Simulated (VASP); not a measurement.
BiS:

```xyz
2
Lattice="4.0029 0.0000 0.0000 0.0000 4.0029 0.0000 0.0000 0.0000 4.0029" Properties=species:S:1:pos:R:3 pbc="T T T"
Bi    2.0015    2.0015    2.0015
S     0.0000    0.0000    0.0000
```

Base run:

| Property | Result |
| --- | --- |
| Program | VASP 6.6.1 |
| Functional | PBE |
| Potentials or basis | VASP PAW PBE potentials, release 64 (Bi_d, S) |
| Cutoff | 520 eV |
| k mesh | 7 × 7 × 7 |
| Occupations | fermi-dirac, width 0.05 eV |
| Spin | no spin polarisation |

Its results: band gap on the k mesh zero (an odd number of electrons rules out a gap without spin polarisation); pressure -11.0 GPa.

Problem. The run is repeated on the same cell with these changes: functional from PBE to PBEsol; k mesh from 7 × 7 × 7 to 5 × 5 × 5. What comes out?

Solution. Band gap on the k mesh zero (an odd number of electrons rules out a gap without spin polarisation); pressure -12.8 GPa.

Several settings changed at once.

Caveats: the cell stands under tension; spin-orbit coupling is left out, which moves the levels of the heavy elements; the PAW data sets were made with another functional, which shifts forces and pressure a little (at least some runs).
